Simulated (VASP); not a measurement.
A run of VASP 6.6.1:

Contents of POSCAR:

```
RbBr
1.0
    4.1260773000      0.0000000000      0.0000000000
    0.0000000000      4.1260773000      0.0000000000
    0.0000000000      0.0000000000      4.1260773000
Rb Br
1 1
Direct
    0.3200000000      0.3830000000      0.9340000000
    0.8200000000      0.8830000000      1.4340000000
```

File INCAR.step1:

```
SYSTEM = RbBr
ALGO = Normal ; EDIFF = 1E-6
ENCUT = 400 ; GGA = PE
GGA_COMPAT = .FALSE. ; ISIF = 2
ISMEAR = 0 ; LASPH = .TRUE.
LCHARG = .TRUE. ; LORBIT = 11
LREAL = .FALSE. ; LWAVE = .FALSE.
NBANDS = 15 ; NEDOS = 2001
NELM = 120 ; PREC = Accurate
SIGMA = 0.1
```

Contents of KPOINTS.step1:

```
k-points
0
G
  2 2 2
  0 0 0
```

File INCAR.step2:

```
SYSTEM = RbBr
ALGO = Normal ; EDIFF = 1E-6
ENCUT = 400 ; GGA = PE
GGA_COMPAT = .FALSE. ; ICHARG = 11
ISIF = 2 ; ISMEAR = 0
LASPH = .TRUE. ; LCHARG = .FALSE.
LORBIT = 11 ; LREAL = .FALSE.
LWAVE = .FALSE. ; NBANDS = 15
NEDOS = 2001 ; NELM = 120
PREC = Accurate ; SIGMA = 0.1
```

KPOINTS.step2

```
k-points
0
G
  3 3 3
  0 0 0
```

Potentials or basis: VASP PAW PBE potentials, release 64 (Rb_sv, Br).

The run is started by

```console
$ cat potpaw_PBE.64/Rb_sv/POTCAR potpaw_PBE.64/Br/POTCAR > POTCAR
$ cp INCAR.step1 INCAR
$ cp KPOINTS.step1 KPOINTS
$ mpirun -np 1 vasp_std > vasp.out
$ cp INCAR.step2 INCAR
$ cp KPOINTS.step2 KPOINTS
$ mpirun -np 1 vasp_std > vasp.out
```

Hardware: 1 thread of Intel Xeon 8259CL, on a shared host.

Problem. How long does it take, and how much memory?

Solution. It took 18 s on 1 thread of Intel Xeon 8259CL, on a shared host, peak memory 0.15 GiB. Counts: k points 4.
